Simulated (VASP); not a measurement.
# HC12 (a cell with a defect) in VASP: notebook

Runs on HC12 (a cell with a defect). Level: LDA. Tasks: single point.

Program: VASP 6.6.1. These are calculated values, not measurements. Logs are shortened: lines on timing, memory, paths and dates and some standing lists are left out, and cuts for length are marked.

### Step 1. The cell of the first run

The cell holds a defect, 13 atoms: a = 4.325 Å, b = 4.325 Å, c = 4.325 Å, α = 80.41°, β = 70.53°, γ = 60.00°.

### Step 2. Single point, LDA

Contents of INCAR:

```
PREC     = Accurate       # precision mode
ENCUT    = 520            # plane-wave cutoff, eV
EDIFF    = 1E-6           # SCF threshold, eV
ISMEAR   = 0              # smearing method
SIGMA    = 0.05           # smearing width, eV
LREAL    = False          # projectors in reciprocal space
LASPH    = True           # aspherical terms in the spheres
NELM     = 60             # most SCF steps
ALGO     = Normal         # electronic algorithm
ISIF     = 2              # what is computed and relaxed
LWAVE    = False          # write WAVECAR
LCHARG   = False          # write CHGCAR
GGA      = CA             # functional
NBANDS   = 36             # bands
NELECT   = 48.0
```

Contents of KPOINTS:

```
Automatic mesh
0
Gamma
  6 6 6
```

Contents of POSCAR:

```
HC12
1.0
    1.7657489870     -3.5314979740     -1.7657489870
    3.5314979740     -1.7657489870      1.7657489870
   -1.7657489870     -3.5314979740      1.7657489870
C H
12 1
Direct
    0.2500000000      1.0000000000      0.2500000000
    0.0833333333      0.3333333333      0.7500000000
    0.9166666667      0.6666666667      0.2500000000
    0.7500000000      1.0000000000      0.7500000000
    0.5833333333      0.3333333333      0.2500000000
    0.4166666667      0.6666666667      0.7500000000
    0.9583333333      0.3333333333      0.1250000000
    0.7916666667      0.6666666667      0.6250000000
    0.6250000000      1.0000000000      0.1250000000
    0.4583333333      0.3333333333      0.6250000000
    0.2916666667      0.6666666667      0.1250000000
    0.1250000000      1.0000000000      0.6250000000
    1.3333333333      0.5000000000      0.3333333333
```

Potentials or basis: VASP PAW LDA potentials, release 64 (C, H).

Started as:

```console
$ cat potpaw_LDA.64/C/POTCAR potpaw_LDA.64/H/POTCAR > POTCAR
$ mpirun -np 1 vasp_std > vasp.out
```

OUTCAR:

```text
PREC = Accurate
   ENCUT = 520
   EDIFF = 1E-6
   ISMEAR = 0
   LREAL = False
   LASPH = True
   NELM = 60
   ISIF = 2
   GGA = CA
   NELECT = 48.0

 ion  position               nearest neighbor table
   1  0.250  0.000  0.250-  11 1.53   9 1.53   7 1.53  12 1.53
   2  0.083  0.333  0.750-  12 1.53   8 1.53  10 1.53   7 1.53
   3  0.917  0.667  0.250-   8 1.53   9 1.53  11 1.53   7 1.53
   4  0.750  0.000  0.750-   8 1.53   9 1.53  10 1.53  12 1.53
   5  0.583  0.333  0.250-  13 0.93   9 1.53  10 1.53  11 1.53   7 1.53
   6  0.417  0.667  0.750-   8 1.53  11 1.53  12 1.53  10 1.53
   7  0.958  0.333  0.125-   1 1.53   2 1.53   5 1.53   3 1.53
   8  0.792  0.667  0.625-   4 1.53   3 1.53   2 1.53   6 1.53
   9  0.625  0.000  0.125-   5 1.53   3 1.53   4 1.53   1 1.53
  10  0.458  0.333  0.625-  13 1.47   4 1.53   5 1.53   2 1.53   6 1.53
  11  0.292  0.667  0.125-  13 1.06   1 1.53   5 1.53   6 1.53   3 1.53
  12  0.125  0.000  0.625-   2 1.53   1 1.53   4 1.53   6 1.53
  13  0.333  0.500  0.333-   5 0.93  11 1.06  10 1.47

  LATTYP: Found a base centered monoclinic cell.
 ALAT       =     4.3251840320
 B/A-ratio  =     1.7320508076
 C/A-ratio  =     1.0000000000
 COS(beta)  =    -0.3333333333

  Lattice vectors:

 A1 = (   1.7657489870,   1.7657489870,   3.5314979740)
 A2 = (  -3.5314979740,   1.7657489870,  -1.7657489870)
 A3 = (  -1.7657489870,  -3.5314979740,   1.7657489870)

Analysis of symmetry for initial positions (statically):
=====================================================================
 Subroutine PRICEL returns:
 Original cell was already a primitive cell.

 Routine SETGRP: Setting up the symmetry group for a
 base centered monoclinic supercell.

 Subroutine GETGRP returns: Found  1 space group operations
 (whereof  1 operations were pure point group operations)
 out of a pool of  4 trial point group operations.

The static configuration has the point symmetry C_1 .

Analysis of symmetry for dynamics (positions and initial velocities):
=====================================================================
 Subroutine PRICEL returns:
 Original cell was already a primitive cell.

 Routine SETGRP: Setting up the symmetry group for a
 base centered monoclinic supercell.

 Subroutine GETGRP returns: Found  1 space group operations
 (whereof  1 operations were pure point group operations)
 out of a pool of  4 trial point group operations.

The dynamic configuration has the point symmetry C_1 .

 Subroutine INISYM returns: Found  1 space group operations
 (whereof  1 operations are pure point group operations),
[... 132 lines left out ...]
   EFERMI =   0.00;   METHOD = LEGACY
   ISMEAR =     0;   SIGMA  =   0.05  broadening in eV -4-tet -1-fermi 0-gaus
   EFERMI_NEDOS =   21; number of points for ismear=-14 and -15
   IALGO  =     38    algorithm
   IMIX   =      4    mixing-type and parameters
     AMIX     =   0.40;   BMIX     =  1.00
     AMIX_MAG =   1.60;   BMIX_MAG =  1.00
  volume/ion in A,a.u.               =       5.08        34.29
  Fermi-wavevector in a.u.,A,eV,Ry     =   1.471745  2.781195 29.470667  2.166033
  Thomas-Fermi vector in A             =   2.586844
   LORBIT       =      0    0 simple, 1 ext, 2 COOP (PROOUT), +10 PAW based schemes
   GGA     = CA    functional components
   LHFCALC =     F    Hartree Fock is set to
   AEXX    =    0.0000 exact exchange contribution
   IVDW    =     0    specifies the selected vdW correction
   LEPSILON=     F    determine dielectric tensor
   LRPA    =     F    only Hartree local field effects (RPA)
 non-spin polarized calculation
 Gauss-broadening in eV      SIGMA  =   0.05
  energy-cutoff  :      520.00
  volume of cell :       66.06
 maximum number of plane-waves:      1807
   NGX = 17   NGY = 17   NGZ = 17

 number of electron      47.9999998 magnetization

 Free energy of the ion-electron system (eV)
  ---------------------------------------------------
  ext. energy  EPLUGINS =         0.00000000
  ---------------------------------------------------
  free energy    TOTEN  =      -130.31263683 eV

  energy without entropy =     -130.31263683  energy(sigma->0) =     -130.31263683

 E-fermi :  10.6187     XC(G=0): -13.6387

 val. band max:       10.3411787642   @ k =   0.0000   0.0000   0.0000
 cond. band min:      13.7028122836   @ k =  -0.3333   0.3333   0.3333
 fundamental gap:      3.3616335194
 Fermi energy:        10.6186948286

 k-point     1 :       0.0000    0.0000    0.0000
  band No.  band energies     occupation
      1     -12.5339      2.00000
      2      -7.6515      2.00000
      3      -5.0882      2.00000
      4      -3.9838      2.00000
      5      -3.5371      2.00000
      6      -3.4370      2.00000
[... 925 lines left out ...]
     35      19.7723      0.00000
     36      20.6485      0.00000

 [... further k-points ...]

------------------------ aborting loop because EDIFF is reached ----------------------------------------

  FORCE on cell =-STRESS in cart. coord.  units (eV):
  Direction    XX          YY          ZZ          XY          YZ          ZX
  --------------------------------------------------------------------------------------
  -------------------------------------------------------------------------------------
  Total       -5.6307017     -5.9814019     -1.0106238      3.7768734      3.7267577      0.5535620
  in kB     -136.5541668   -145.0592490    -24.5093593     91.5956533     90.3802617     13.4248275
  external PRESSURE =    -102.0409250 kB  Pullay stress =       0.0000000 kB

 VOLUME and BASIS-vectors are now :
 -----------------------------------------------------------------------------
  energy-cutoff  :      520.00
  volume of cell :       66.06
      direct lattice vectors                 reciprocal lattice vectors
     1.765748987 -3.531497974 -1.765748987     0.047194326 -0.141582978 -0.235971630
     3.531497974 -1.765748987  1.765748987     0.188777304  0.000000000  0.188777304
    -1.765748987 -3.531497974  1.765748987    -0.141582978 -0.141582978  0.141582978

 POSITION                                       TOTAL-FORCE (eV/Angst)
 -----------------------------------------------------------------------------------
      0.00000     -1.76575      0.00000        -0.191670     -0.341060      0.221343
     -0.00000     -3.53150      1.76575        -0.316094      0.294394      0.131097
      3.53150     -5.29725     -0.00000        -0.297417      0.710549      0.832161
      0.00000     -5.29725      0.00000         0.235229      0.125917     -0.278403
      1.76575     -3.53150      0.00000        -1.299990     -4.559250    -13.026917
      1.76575     -5.29725      1.76575         0.063139     -0.014790     -0.792387
      2.64862     -4.41437     -0.88287         0.717005     -0.019747      0.038032
      2.64862     -6.18012      0.88287        -0.200686     -0.157916      0.380432
      0.88287     -2.64862     -0.88287         0.219086      0.535161     -0.088823
      0.88287     -4.41437      0.88287        -1.729437     -1.958545      0.717045
      2.64862     -2.64862      0.88287         6.477281      4.682022      1.493848
     -0.88287     -2.64862      0.88287        -0.227858     -0.232816      0.417346
      1.76575     -3.23721      0.88287        -3.448589      0.936080      9.955226
 -----------------------------------------------------------------------------------
    total drift:                                0.000079      0.000084     -0.000174

  FREE ENERGIE OF THE ION-ELECTRON SYSTEM (eV)
  ---------------------------------------------------
  free  energy   TOTEN  =      -130.3126368287 eV

  energy  without entropy=     -130.3126368287  energy(sigma->0) =     -130.31263683
```

Run time: 3.1 min. Hardware: 1 thread of Intel Xeon Platinum 8488C (Sapphire Rapids), shared host; peak memory 0.28 GiB.

What came out:

```yaml
Free_energy: -130.3126 eV
Largest_force: 13.863 eV/Å
```

Forces in eV/Å, atoms in the order of the input:
```
C    -0.192  -0.341   0.221
C    -0.316   0.294   0.131
C    -0.297   0.711   0.832
C     0.235   0.126  -0.278
C    -1.300  -4.559 -13.027
C     0.063  -0.015  -0.792
C     0.717  -0.020   0.038
C    -0.201  -0.158   0.380
C     0.219   0.535  -0.089
C    -1.729  -1.959   0.717
C     6.477   4.682   1.494
C    -0.228  -0.233   0.417
H    -3.449   0.936   9.955
```

Caveat: the cell carries a net charge on a neutralising background, which shifts energy and pressure; the cell is charged against a uniform background, so pressure and absolute levels hang on convention.

### Step 3. Single point, LDA

Contents of INCAR:

```
SYSTEM = HC12
  PREC = Accurate
  ENCUT = 520
  EDIFF = 1E-7
  ISMEAR = 0
  SIGMA = 0.05
  LREAL = .False.
  LASPH = .True.
  NELM = 80
  ALGO = Normal
  ISIF = 2
  LWAVE = .False.
  LCHARG = .False.
  GGA = CA
  NBANDS = 36
  NELECT = 48.0
```

Contents of KPOINTS:

```
regular mesh
0
Gamma
  6 6 6
  0 0 0
```

POSCAR: that of step 2 with these lines changed.

```diff
@@ -20,2 +20,2 @@
     0.1250000000      1.0000000000      0.6250000000
-    1.3333333333      0.5000000000      0.3333333333
+    1.0833333333      0.1666666667      0.4166666667
```

Potentials or basis: VASP PAW LDA potentials, release 64 (C, H).

Started as:

```console
$ cat potpaw_LDA.64/C/POTCAR potpaw_LDA.64/H/POTCAR > POTCAR
$ mpirun -np 1 vasp_std > vasp.out
```

OUTCAR:

```text
SYSTEM = HC12
   PREC = Accurate
   ENCUT = 520
   EDIFF = 1E-7
   ISMEAR = 0
   LREAL = .False.
   LASPH = .True.
   NELM = 80
   ISIF = 2
   GGA = CA
   NELECT = 48.0

 ion  position               nearest neighbor table
   1  0.250  0.000  0.250-  13 0.93  11 1.53   7 1.53  12 1.53   9 1.53
   2  0.083  0.333  0.750-  12 1.53   8 1.53  10 1.53   7 1.53
   3  0.917  0.667  0.250-   8 1.53   9 1.53  11 1.53   7 1.53
   4  0.750  0.000  0.750-   8 1.53   9 1.53  10 1.53  12 1.53
   5  0.583  0.333  0.250-   9 1.53   7 1.53  10 1.53  11 1.53
   6  0.417  0.667  0.750-   8 1.53  11 1.53  12 1.53  10 1.53
   7  0.958  0.333  0.125-  13 1.47   2 1.53   5 1.53   1 1.53   3 1.53
   8  0.792  0.667  0.625-   4 1.53   3 1.53   2 1.53   6 1.53
   9  0.625  0.000  0.125-   5 1.53   3 1.53   4 1.53   1 1.53
  10  0.458  0.333  0.625-   2 1.53   4 1.53   5 1.53   6 1.53
  11  0.292  0.667  0.125-   1 1.53   3 1.53   5 1.53   6 1.53
  12  0.125  0.000  0.625-  13 1.06   2 1.53   4 1.53   6 1.53   1 1.53
  13  0.083  0.167  0.417-   1 0.93  12 1.06   7 1.47

  LATTYP: Found a base centered monoclinic cell.
 ALAT       =     4.3251840320
 B/A-ratio  =     1.7320508076
 C/A-ratio  =     1.0000000000
 COS(beta)  =    -0.3333333333

  Lattice vectors:

 A1 = (   1.7657489870,   1.7657489870,   3.5314979740)
 A2 = (  -3.5314979740,   1.7657489870,  -1.7657489870)
 A3 = (  -1.7657489870,  -3.5314979740,   1.7657489870)

Analysis of symmetry for initial positions (statically):
=====================================================================
 Subroutine PRICEL returns:
 Original cell was already a primitive cell.

 Routine SETGRP: Setting up the symmetry group for a
 base centered monoclinic supercell.

 Subroutine GETGRP returns: Found  1 space group operations
 (whereof  1 operations were pure point group operations)
 out of a pool of  4 trial point group operations.

The static configuration has the point symmetry C_1 .

Analysis of symmetry for dynamics (positions and initial velocities):
=====================================================================
 Subroutine PRICEL returns:
 Original cell was already a primitive cell.

 Routine SETGRP: Setting up the symmetry group for a
 base centered monoclinic supercell.

 Subroutine GETGRP returns: Found  1 space group operations
 (whereof  1 operations were pure point group operations)
 out of a pool of  4 trial point group operations.

The dynamic configuration has the point symmetry C_1 .

 Subroutine INISYM returns: Found  1 space group operations
 (whereof  1 operations are pure point group operations),
 and found     1 'primitive' translations

----------------------------------------------------------------------------------------

                                     Primitive cell

  volume of cell :      66.0645

  direct lattice vectors                    reciprocal lattice vectors
     1.765748987 -3.531497974 -1.765748987     0.047194326 -0.141582978 -0.235971630
     3.531497974 -1.765748987  1.765748987     0.188777304  0.000000000  0.188777304
    -1.765748987 -3.531497974  1.765748987    -0.141582978 -0.141582978  0.141582978

  length of vectors
     4.325184032  4.325184032  4.325184032     0.279205398  0.266971424  0.245228911

  position of ions in fractional coordinates (direct lattice)
[... 88 lines left out ...]
   ions per type =              12   1
   NGX,Y,Z   is equivalent  to a cutoff of  12.30, 12.30, 12.30 a.u.
   NGXF,Y,Z  is equivalent  to a cutoff of  24.60, 24.60, 24.60 a.u.
 SYSTEM =  HC12
   PREC   = accura    normal or accurate (medium, high low for compatibility)
   ISTART =      0    job   : 0-new  1-cont  2-samecut
   ICHARG =      2    charge: 1-file 2-atom 10-const
   ISPIN  =      1    spin polarized calculation?
   LNONCOLLINEAR =      F non collinear calculations
   LSORBIT =      F    spin-orbit coupling
   LASPH  =      T    aspherical Exc in radial PAW
   ENCUT  =  520.0 eV  38.22 Ry    6.18 a.u.   8.04  8.04  8.04*2*pi/ulx,y,z
   NELM   =     80;   NELMIN=  2; NELMDL= -5     # of ELM steps
   EDIFF  = 0.1E-06   stopping-criterion for ELM
   LREAL  =      F    real-space projection
   EDIFFG = 0.1E-05   stopping-criterion for IOM
   NSW    =      0    number of steps for IOM
   IBRION =     -1    ionic relax: 0-MD 1-quasi-New 2-CG
   NFREE  =      0    steps in history (QN), initial steepest desc. (CG)
   ISIF   =      2    stress and relaxation
   ISYM   =      2    0-nonsym 1-usesym 2-fastsym
   POTIM  = 0.5000    time-step for ionic-motion
   TEBEG  =    0.0;   TEEND  =   0.0 temperature during run
   PSTRESS=    0.0 pullay stress
   NELECT =      48.0000    total number of electrons
   NUPDOWN=      -1.0000    fix difference up-down
   EMIN   =  10.00;   EMAX   =-10.00  energy-range for DOS
   EFERMI =   0.00;   METHOD = LEGACY
   ISMEAR =     0;   SIGMA  =   0.05  broadening in eV -4-tet -1-fermi 0-gaus
   EFERMI_NEDOS =   21; number of points for ismear=-14 and -15
   IALGO  =     38    algorithm
   IMIX   =      4    mixing-type and parameters
     AMIX     =   0.40;   BMIX     =  1.00
     AMIX_MAG =   1.60;   BMIX_MAG =  1.00
  volume/ion in A,a.u.               =       5.08        34.29
  Fermi-wavevector in a.u.,A,eV,Ry     =   1.471745  2.781195 29.470667  2.166033
  Thomas-Fermi vector in A             =   2.586844
   LORBIT       =      0    0 simple, 1 ext, 2 COOP (PROOUT), +10 PAW based schemes
   GGA     = CA    functional components
   LHFCALC =     F    Hartree Fock is set to
   AEXX    =    0.0000 exact exchange contribution
   IVDW    =     0    specifies the selected vdW correction
   LEPSILON=     F    determine dielectric tensor
   LRPA    =     F    only Hartree local field effects (RPA)
 non-spin polarized calculation
 Gauss-broadening in eV      SIGMA  =   0.05
  energy-cutoff  :      520.00
  volume of cell :       66.06
 maximum number of plane-waves:      1807
   NGX = 17   NGY = 17   NGZ = 17

 number of electron      47.9999999 magnetization

 Free energy of the ion-electron system (eV)
  ---------------------------------------------------
  ext. energy  EPLUGINS =         0.00000000
  ---------------------------------------------------
  free energy    TOTEN  =      -130.33146574 eV

  energy without entropy =     -130.33146574  energy(sigma->0) =     -130.33146574

 E-fermi :  10.6107     XC(G=0): -13.6387

 val. band max:       10.3120063810   @ k =   0.0000   0.0000   0.0000
 cond. band min:      13.7775639395   @ k =  -0.3333   0.3333   0.3333
 fundamental gap:      3.4655575586
 Fermi energy:        10.6106645178

 k-point     1 :       0.0000    0.0000    0.0000
  band No.  band energies     occupation
      1     -12.5075      2.00000
      2      -7.6108      2.00000
      3      -5.4580      2.00000
      4      -3.8783      2.00000
      5      -3.4869      2.00000
      6      -3.3347      2.00000
[... 925 lines left out ...]
     35      19.7212      0.00000
     36      20.7797      0.00000

 [... further k-points ...]

------------------------ aborting loop because EDIFF is reached ----------------------------------------

  FORCE on cell =-STRESS in cart. coord.  units (eV):
  Direction    XX          YY          ZZ          XY          YZ          ZX
  --------------------------------------------------------------------------------------
  -------------------------------------------------------------------------------------
  Total       -5.6441449     -5.9944640     -1.0035710      3.8255557     -3.7402665     -0.5257391
  in kB     -136.8801886   -145.3760257    -24.3383174     92.7762832    -90.7078736    -12.7500751
  external PRESSURE =    -102.1981772 kB  Pullay stress =       0.0000000 kB

 VOLUME and BASIS-vectors are now :
 -----------------------------------------------------------------------------
  energy-cutoff  :      520.00
  volume of cell :       66.06
      direct lattice vectors                 reciprocal lattice vectors
     1.765748987 -3.531497974 -1.765748987     0.047194326 -0.141582978 -0.235971630
     3.531497974 -1.765748987  1.765748987     0.188777304  0.000000000  0.188777304
    -1.765748987 -3.531497974  1.765748987    -0.141582978 -0.141582978  0.141582978

 POSITION                                       TOTAL-FORCE (eV/Angst)
 -----------------------------------------------------------------------------------
      0.00000     -1.76575      0.00000         1.320970      4.537781    -13.145501
     -0.00000     -3.53150      1.76575         0.212431     -1.087332      0.373698
      3.53150     -5.29725     -0.00000         0.208808     -0.032941      0.135025
      0.00000     -5.29725      0.00000        -0.329322      0.493569      0.206685
      1.76575     -3.53150      0.00000        -0.007982     -0.054548      0.036039
      1.76575     -5.29725      1.76575         0.409395     -0.147153     -0.495767
      2.64862     -4.41437     -0.88287         1.450663      2.017710      0.510124
      2.64862     -6.18012      0.88287         0.042395     -0.089320      0.282105
      0.88287     -2.64862     -0.88287         0.236517     -0.454877     -0.141804
      0.88287     -4.41437      0.88287        -0.050960      0.034561      0.119197
      2.64862     -2.64862      0.88287        -0.373193      0.378871      0.472143
     -0.88287     -2.64862      0.88287        -6.514639     -4.596977      1.710979
      0.00000     -2.06004      0.88287         3.394919     -0.999345      9.937076
 -----------------------------------------------------------------------------------
    total drift:                               -0.000040     -0.000025      0.000168

  FREE ENERGIE OF THE ION-ELECTRON SYSTEM (eV)
  ---------------------------------------------------
  free  energy   TOTEN  =      -130.3314657443 eV

  energy  without entropy=     -130.3314657443  energy(sigma->0) =     -130.33146574
```

Wall time 2.8 min (1 thread of Intel Xeon Platinum 8488C (Sapphire Rapids), shared host); peak memory 0.28 GiB.

What came out:

```
Free energy   : -130.3315 eV
Largest force : 13.969 eV/Å
```

Forces in eV/Å, atoms in the order of the input:
```
C     1.321   4.538 -13.146
C     0.212  -1.087   0.374
C     0.209  -0.033   0.135
C    -0.329   0.494   0.207
C    -0.008  -0.055   0.036
C     0.409  -0.147  -0.496
C     1.451   2.018   0.510
C     0.042  -0.089   0.282
C     0.237  -0.455  -0.142
C    -0.051   0.035   0.119
C    -0.373   0.379   0.472
C    -6.515  -4.597   1.711
H     3.395  -0.999   9.937
```

Caveat: the cell carries a net charge on a neutralising background, which shifts energy and pressure; the cell is charged against a uniform background, so pressure and absolute levels hang on convention.

(Continued in part 2 of 2.)
